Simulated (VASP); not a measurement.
Set up this calculation in VASP 6.6.1, as the native input.

| Property | Result |
| --- | --- |
| Task | relaxation of cell and atoms |
| Functional | LDA |
| Potentials or basis | VASP PAW LDA potentials, release 64 (Hg) |
| Cutoff | 600 eV |
| k mesh | 14 × 14 × 14 |
| Occupations | fermi-dirac, width 0.1 eV |
| Spin | no spin polarisation |
| Target pressure | 9.5 GPa |
| Dipole correction | no |
| Further INCAR settings | ALGO = Normal; EDIFF = 1e-07; IBRION = 2; EDIFFG = -0.005; NSW = 32; ISIF = 3 |

The structure of Hg lies in POSCAR:

```
Hg
1.0
    2.7804135862      0.0000000000      0.0000000000
    0.0000000000      2.7804135862      0.0000000000
    0.0000000000      0.0000000000      2.7804135862
Hg
1
Direct
    0.0000000000      0.0000000000      0.0000000000
```

The input as run:

INCAR

```
ALGO = Normal
EDIFF = 1E-7
EDIFFG = -0.005
ENCUT = 600
IBRION = 2
ISIF = 3
ISMEAR = -1
LASPH = T
LCHARG = F
LREAL = F
LWAVE = F
NELM = 60
NSW = 32
PREC = Accurate
PSTRESS = 95.0
SIGMA = 0.1
```

KPOINTS

```
k-points
0
Gamma
  14 14 14
```

Potentials or basis: VASP PAW LDA potentials, release 64 (Hg).

The run is started by

```console
$ cat potpaw_LDA.64/Hg/POTCAR > POTCAR
$ mpirun -np 1 vasp_std > vasp.out
```

Results of the run:

- Relaxed volume: 21.79 Å³/atom
- Relaxed cell: a = 2.793 Å, b = 2.793 Å, c = 2.793 Å, α = 90.00°, β = 90.00°, γ = 90.00°
- Space group after relaxing (to 0.1 Å): Pm-3m (No. 221)
- Energy change on relaxing (the run minimises the enthalpy): -18.6 meV/atom
- Ionic steps: 3
- Pressure after relaxing: 9.5 GPa
- Band gap on the k mesh: zero (bands 6 and 7 overlap by 7.61 eV)

Caveat: the cell is relaxed towards a set pressure, so the run minimises the enthalpy, not the energy; spin-orbit coupling is left out, which moves the levels of the heavy elements.

Run time: 15 s on 1 thread of Intel(R) Xeon(R) 6975P-C (Granite Rapids) (shared host), peak memory 0.16 GiB.
